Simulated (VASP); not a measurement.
# Cu (Cmcm) in VASP: notebook

Runs on Cu. Level: PBE. Tasks: single point.

All numbers are computed with VASP 6.6.1; they aren't measurements. Logs are shortened: lines on timing, memory, paths and dates and some standing lists are left out, and cuts for length are marked.

## 1. The cell of the first run

The structure is orthorhombic, space group Cmcm (No. 63). The conventional cell has a = 2.477 Å, b = 7.175 Å, c = 2.514 Å, α = 90.00°, β = 90.00°, γ = 90.00°. Within 3.0 Å of Cu (site symmetry m2m) lie 10 Cu at 2.30 to 2.51 Å.

## 2. Single point, PBE (normal strain along x +0.0000, normal strain along y -0.1100)

INCAR

```
PREC = Accurate
ENCUT = 520
EDIFF = 1E-6
ISMEAR = 0
SIGMA = 0.15
LREAL = F
LASPH = T
NELM = 60
ALGO = Fast
ISIF = 2
LWAVE = F
LCHARG = F
GGA = PE
NBANDS = 18
```

KPOINTS

```
Automatic mesh
0
Gamma
  18 18 18
```

POSCAR

```
Cu
1.0
    1.2386412945     -3.5874885660      0.0000000000
    1.2386412945      3.5874885660      0.0000000000
    0.0000000000      0.0000000000      2.5142119659
Cu
2
Direct
    0.1340351705      0.8659648295      0.2500000000
    0.8659648295      0.1340351705      0.7500000000
```

Potentials or basis: VASP PAW PBE potentials, release 64 (Cu).

Started as:

```sh
$ cat potpaw_PBE.64/Cu/POTCAR > POTCAR
$ mpirun -np 1 vasp_std > vasp.out
```

OUTCAR:

```text
PREC = Accurate
   ENCUT = 520
   EDIFF = 1E-6
   ISMEAR = 0
   LREAL = F
   LASPH = T
   NELM = 60
   ISIF = 2
   GGA = PE

 ion  position               nearest neighbor table
   1  0.134  0.866  0.250-   2 2.30   2 2.30   2 2.43   2 2.43   2 2.43   2 2.43
   2  0.866  0.134  0.750-   1 2.30   1 2.30   1 2.43   1 2.43   1 2.43   1 2.43

  LATTYP: Found a base centered orthorhombic cell.
 ALAT       =     2.4772825890
 B/A-ratio  =     2.8963095142
 C/A-ratio  =     1.0149072121

  Lattice vectors:

 A1 = (   1.2386412945,  -3.5874885660,   0.0000000000)
 A2 = (   1.2386412945,   3.5874885660,   0.0000000000)
 A3 = (   0.0000000000,   0.0000000000,   2.5142119659)

Analysis of symmetry for initial positions (statically):
=====================================================================
 Subroutine PRICEL returns:
 Original cell was already a primitive cell.

 Routine SETGRP: Setting up the symmetry group for a
 base centered orthorhombic supercell.

 Subroutine GETGRP returns: Found  8 space group operations
 (whereof  4 operations were pure point group operations)
 out of a pool of  8 trial point group operations.

The static configuration has the point symmetry C_2h.
 The point group associated with its full space group is D_2h.

Analysis of symmetry for dynamics (positions and initial velocities):
=====================================================================
 Subroutine PRICEL returns:
 Original cell was already a primitive cell.

 Routine SETGRP: Setting up the symmetry group for a
 base centered orthorhombic supercell.

 Subroutine GETGRP returns: Found  8 space group operations
 (whereof  4 operations were pure point group operations)
 out of a pool of  8 trial point group operations.

The dynamic configuration has the point symmetry C_2h.
 The point group associated with its full space group is D_2h.

 Subroutine INISYM returns: Found  8 space group operations
 (whereof  4 operations are pure point group operations),
 and found     1 'primitive' translations

----------------------------------------------------------------------------------------

                                     Primitive cell

  volume of cell :      22.3444

  direct lattice vectors                    reciprocal lattice vectors
     1.238641295 -3.587488566  0.000000000     0.403668118 -0.139373267  0.000000000
     1.238641295  3.587488566  0.000000000     0.403668118  0.139373267  0.000000000
     0.000000000  0.000000000  2.514211966     0.000000000  0.000000000  0.397738939

  length of vectors
     3.795300577  3.795300577  2.514211966     0.427051351  0.427051351  0.397738939

  position of ions in fractional coordinates (direct lattice)
     0.134035170  0.865964830  0.250000000
     0.865964830  0.134035170  0.750000000

  ion indices of the primitive-cell ions
   primitive index   ion index
                 1           1
                 2           2

----------------------------------------------------------------------------------------

 KPOINTS: Automatic mesh

Automatic generation of k-mesh.
 Grid dimensions read from file:
 generate k-points for:   18   18   18

 Generating k-lattice:

  Cartesian coordinates                     Fractional coordinates (reciprocal lattice)
     0.022426007 -0.007742959  0.000000000     0.055555556  0.000000000  0.000000000
     0.022426007  0.007742959  0.000000000     0.000000000  0.055555556  0.000000000
     0.000000000  0.000000000  0.022096608     0.000000000  0.000000000  0.055555556

  Length of vectors
     0.023725075  0.023725075  0.022096608

  Shift w.r.t. Gamma in fractional coordinates (k-lattice)
     0.000000000  0.000000000  0.000000000

 Subroutine IBZKPT returns following result:
 ===========================================

 Found    910 irreducible k-points:

 Following reciprocal coordinates:
            Coordinates               Weight
  0.000000  0.000000  0.000000      1.000000
  0.055556  0.000000  0.000000      4.000000
  0.111111  0.000000  0.000000      4.000000
  0.166667  0.000000  0.000000      4.000000
  0.222222  0.000000  0.000000      4.000000
  0.277778  0.000000  0.000000      4.000000
[... 16 lines left out ...]
 -0.277778  0.055556  0.000000      4.000000
 -0.222222  0.055556  0.000000      4.000000
 [... further k-points ...]
   k-points           NKPTS =    910   k-points in BZ     NKDIM =    910   number of bands    NBANDS=     18
   number of dos      NEDOS =    301   number of ions     NIONS =      2
   total plane-waves  NPLWV =  15680
   dimension x,y,z NGX =    28 NGY =   28 NGZ =   20
   dimension x,y,z NGXF=    56 NGYF=   56 NGZF=   40
   ions per type =               2
   NGX,Y,Z   is equivalent  to a cutoff of  12.26, 12.26, 13.22 a.u.
   NGXF,Y,Z  is equivalent  to a cutoff of  24.53, 24.53, 26.45 a.u.
 SYSTEM =  unknown system
   PREC   = accura    normal or accurate (medium, high low for compatibility)
   ISTART =      0    job   : 0-new  1-cont  2-samecut
   ICHARG =      2    charge: 1-file 2-atom 10-const
   ISPIN  =      1    spin polarized calculation?
   LNONCOLLINEAR =      F non collinear calculations
   LSORBIT =      F    spin-orbit coupling
   LASPH  =      T    aspherical Exc in radial PAW
   ENCUT  =  520.0 eV  38.22 Ry    6.18 a.u.   7.06  7.06  4.67*2*pi/ulx,y,z
   NELM   =     60;   NELMIN=  2; NELMDL= -5     # of ELM steps
   EDIFF  = 0.1E-05   stopping-criterion for ELM
   LREAL  =      F    real-space projection
   EDIFFG = 0.1E-04   stopping-criterion for IOM
   NSW    =      0    number of steps for IOM
   IBRION =     -1    ionic relax: 0-MD 1-quasi-New 2-CG
   NFREE  =      0    steps in history (QN), initial steepest desc. (CG)
   ISIF   =      2    stress and relaxation
   ISYM   =      2    0-nonsym 1-usesym 2-fastsym
   POTIM  = 0.5000    time-step for ionic-motion
   TEBEG  =    0.0;   TEEND  =   0.0 temperature during run
   PSTRESS=    0.0 pullay stress
   NELECT =      22.0000    total number of electrons
   NUPDOWN=      -1.0000    fix difference up-down
   EMIN   =  10.00;   EMAX   =-10.00  energy-range for DOS
   EFERMI =   0.00;   METHOD = LEGACY
   ISMEAR =     0;   SIGMA  =   0.15  broadening in eV -4-tet -1-fermi 0-gaus
   EFERMI_NEDOS =   21; number of points for ismear=-14 and -15
   IALGO  =     68    algorithm
   IMIX   =      4    mixing-type and parameters
     AMIX     =   0.40;   BMIX     =  1.00
     AMIX_MAG =   1.60;   BMIX_MAG =  1.00
  volume/ion in A,a.u.               =      11.17        75.39
  Fermi-wavevector in a.u.,A,eV,Ry     =   1.628645  3.077693 36.089239  2.652484
  Thomas-Fermi vector in A             =   2.721242
   LORBIT       =      0    0 simple, 1 ext, 2 COOP (PROOUT), +10 PAW based schemes
   GGA     = PE    functional components
   LHFCALC =     F    Hartree Fock is set to
   AEXX    =    0.0000 exact exchange contribution
   IVDW    =     0    specifies the selected vdW correction
   LEPSILON=     F    determine dielectric tensor
   LRPA    =     F    only Hartree local field effects (RPA)
 non-spin polarized calculation
 RMM-DIIS sequential band-by-band and
 Gauss-broadening in eV      SIGMA  =   0.15
  energy-cutoff  :      520.00
  volume of cell :       22.34
 maximum number of plane-waves:       621
   NGX = 15   NGY = 15   NGZ =  9

 number of electron      21.9999986 magnetization

 Free energy of the ion-electron system (eV)
  ---------------------------------------------------
  ext. energy  EPLUGINS =         0.00000000
  ---------------------------------------------------
  free energy    TOTEN  =        -6.89592965 eV

  energy without entropy =       -6.89037859  energy(sigma->0) =       -6.89315412

 E-fermi :   8.3158     XC(G=0): -13.0036

 val. band max:        8.3092053810   @ k =   0.5000   0.3889   0.4444
 cond. band min:       8.3194924905   @ k =   0.2778   0.2222   0.1667
 fundamental gap:      0.0102871094
 Fermi energy:         8.3157706505

 k-point     1 :       0.0000    0.0000    0.0000
  band No.  band energies     occupation
      1      -1.4761      2.00000
      2       2.9472      2.00000
      3       3.9228      2.00000
      4       4.5082      2.00000
      5       4.6380      2.00000
      6       5.6602      2.00000
[... 10 lines left out ...]
     17      27.1070      0.00000
     18      29.2368      0.00000

 k-point     2 :       0.0556    0.0000    0.0000
  band No.  band energies     occupation
      1      -1.3878      2.00000
      2       2.9753      2.00000
      3       3.9517      2.00000
      4       4.5367      2.00000
      5       4.6489      2.00000
      6       5.6279      2.00000
[... 10 lines left out ...]
     17      27.5673      0.00000
     18      30.8555      0.00000

 k-point     3 :       0.1111    0.0000    0.0000
  band No.  band energies     occupation
      1      -1.1255      2.00000
      2       3.0552      2.00000
      3       4.0305      2.00000
      4       4.6183      2.00000
      5       4.6799      2.00000
      6       5.4568      2.00000
[... 10 lines left out ...]
     17      27.8253      0.00000
     18      32.1805      0.00000

 k-point     4 :       0.1667    0.0000    0.0000
  band No.  band energies     occupation
      1      -0.6977      2.00000
      2       3.1731      2.00000
      3       4.1369      2.00000
      4       4.7077      2.00000
      5       4.7264      2.00000
      6       5.2134      2.00000
[... 375 lines left out ...]
      4       4.4400      2.00000
      5       4.8920      2.00000
      6       5.3965      2.00000
[... 10 lines left out ...]
     17      28.5574      0.00000
     18      32.0888      0.00000

 k-point    23 :      -0.2778    0.0556    0.0000
  band No.  band energies     occupation
      1       0.0534      2.00000
      2       3.3015      2.00000
      3       4.1552      2.00000
      4       4.6223      2.00000
      5       4.8361      2.00000
      6       5.2224      2.00000
[... 10 lines left out ...]
     17      28.2918      0.00000
     18      32.2016      0.00000

 k-point    24 :      -0.2222    0.0556    0.0000
  band No.  band energies     occupation
      1      -0.5509      2.00000
      2       3.1806      2.00000
      3       4.0500      2.00000
      4       4.7755      2.00000
      5       4.7802      2.00000
      6       5.1160      2.00000
[... 10 lines left out ...]
     17      28.0734      0.00000
     18      32.0686      0.00000

 [... further k-points ...]

------------------------ aborting loop because EDIFF is reached ----------------------------------------

  FORCE on cell =-STRESS in cart. coord.  units (eV):
  Direction    XX          YY          ZZ          XY          YZ          ZX
  --------------------------------------------------------------------------------------
  -------------------------------------------------------------------------------------
  Total        1.5645436      5.1264307      3.1059472      0.0000000     -0.0000000      0.0000000
  in kB      112.1838355    367.5849357    222.7084435      0.0000000     -0.0000000      0.0000000
  external PRESSURE =     234.1590716 kB  Pullay stress =       0.0000000 kB

 VOLUME and BASIS-vectors are now :
 -----------------------------------------------------------------------------
  energy-cutoff  :      520.00
  volume of cell :       22.34
      direct lattice vectors                 reciprocal lattice vectors
     1.238641295 -3.587488566  0.000000000     0.403668118 -0.139373267  0.000000000
     1.238641295  3.587488566  0.000000000     0.403668118  0.139373267  0.000000000
     0.000000000  0.000000000  2.514211966     0.000000000  0.000000000  0.397738939

 POSITION                                       TOTAL-FORCE (eV/Angst)
 -----------------------------------------------------------------------------------
      1.23864      2.62579      0.62855         0.000000     -0.365445     -0.000000
      1.23864     -2.62579      1.88566         0.000000      0.365445      0.000000
 -----------------------------------------------------------------------------------
    total drift:                                0.000000     -0.000000     -0.000000

  FREE ENERGIE OF THE ION-ELECTRON SYSTEM (eV)
  ---------------------------------------------------
  free  energy   TOTEN  =        -6.8959296525 eV

  energy  without entropy=       -6.8903785900  energy(sigma->0) =       -6.89315412
```

Run time: 3.8 min. Hardware: 1 thread of Intel Xeon Platinum 8488C (Sapphire Rapids), shared host; peak memory 0.39 GiB.

What came out:

```
Free energy            : -6.8959 eV
Pressure               : 23.4 GPa
Largest force          : 0.365 eV/Å
Band gap on the k mesh : zero (bands 11 and 12 overlap by 5.27 eV)
```

Forces in eV/Å, atoms in the order of the input:
```
Cu   0.000 -0.365  0.000
Cu   0.000  0.365  0.000
```

Stress tensor (GPa, compression positive):
```
11.22  0.00  0.00
 0.00 36.76  0.00
 0.00  0.00 22.27
```

Caveat: the cell differs from its parent crystal (normal strain along x +0.0000, normal strain along y -0.1100); the cell stands under pressure.

## 3. Single point, PBE

This run uses another cell than the first one, of 12.55 Å³/atom.

INCAR

```
PREC     = Accurate       # precision mode
ENCUT    = 520            # plane-wave cutoff, eV
EDIFF    = 1E-7           # SCF threshold, eV
ISMEAR   = 0              # smearing method
SIGMA    = 0.15           # smearing width, eV
LREAL    = F              # projectors in reciprocal space
LASPH    = T              # aspherical terms in the spheres
NELM     = 100            # most SCF steps
ALGO     = Normal         # electronic algorithm
ISIF     = 2              # what is computed and relaxed
LWAVE    = F              # write WAVECAR
LCHARG   = F              # write CHGCAR
GGA      = PE             # functional
NBANDS   = 18             # bands
```

KPOINTS is that of step 2.

POSCAR

```
Cu
1.0
    1.2386412945     -4.0308860292      0.0000000000
    1.2386412945      4.0308860292      0.0000000000
    0.0000000000      0.0000000000      2.5142119659
Cu
2
Direct
    0.1340351705      0.8659648295      0.2500000000
    0.8659648295      0.1340351705      0.7500000000
```

Potentials or basis: VASP PAW PBE potentials, release 64 (Cu).

Started as:

```sh
$ cat potpaw_PBE.64/Cu/POTCAR > POTCAR
$ mpirun -np 1 vasp_std > vasp.out
```

It took 8.4 min on 1 thread of Intel Xeon 8259CL, shared host; peak memory 0.44 GiB.

Results (log left out):

```
Free energy            : -7.1800 eV
Pressure               : 0.6 GPa
Largest force          : 0.004 eV/Å
Band gap on the k mesh : zero (bands 11 and 12 overlap by 5.56 eV)
```

Forces on the atoms (eV/Å):
```
Cu   0.000  0.004  0.000
Cu   0.000 -0.004  0.000
```

Stress tensor (GPa, compression positive):
```
0.49 0.00 0.00
0.00 0.46 0.00
0.00 0.00 0.79
```

Levels at points of the mesh, in eV from the Fermi level:
```tsv
k point	band 8	band 9	band 10	band 11	band 12	band 13	band 14	band 15
(0.00, 0.00, 0.00)	-1.95	-1.78	-1.65	-1.41	0.08	4.60	14.36	17.83
(0.50, 0.00, 0.00)	-2.38	-2.04	-1.61	-0.46	1.19	2.49	6.62	12.59
(0.50, 0.50, 0.00)	-2.21	-2.19	-1.86	-1.56	-1.49	13.30	14.94	15.11
(0.00, 0.00, 0.50)	-2.61	-1.66	-1.66	-0.03	-0.03	7.99	7.99	9.15
(0.50, 0.00, 0.50)	-1.75	-1.25	-1.25	3.65	3.65	7.26	7.26	9.37
(0.50, 0.50, 0.50)	-1.92	-1.51	-1.51	-0.81	-0.81	3.50	3.50	17.51
```
